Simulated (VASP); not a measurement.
A run of VASP 6.6.1 is set up as follows.

File INCAR:

```
SYSTEM = Zr
ALGO = Fast
EDIFF = 1E-6
ENCUT = 520
GGA = PE
ISIF = 2
ISMEAR = -1
LASPH = .True.
LCHARG = .True.
LELF = .True.
LREAL = .False.
LVHAR = .True.
LWAVE = .False.
NBANDS = 12
NELM = 60
PREC = Accurate
SIGMA = 0.02
```

Contents of KPOINTS:

```
k-points
0
Gamma
  6 6 6
  0 0 0
```

POSCAR

```
Zr
1.0
   -1.8100000000      1.8100000000      1.8100000000
    1.8100000000     -1.8100000000      1.8100000000
    1.8100000000      1.8100000000     -1.8100000000
Zr
1
Direct
    0.0000000000      0.0000000000      0.0000000000
```

Potentials or basis: VASP PAW PBE potentials, release 64 (Zr_sv).

The run is started by

```console
$ cat potpaw_PBE.64/Zr_sv/POTCAR > POTCAR
$ mpirun -np 1 vasp_std > vasp.out
```

Q: Estimate the pressure.

A: -4.0 GPa.

Q: Predict the band gap on the k mesh.

A: Zero (band 6 reaches 9.62 eV, above the bottom of band 7 at 7.87 eV).

Caveat: the k points lie up to 0.41 Å⁻¹ apart.
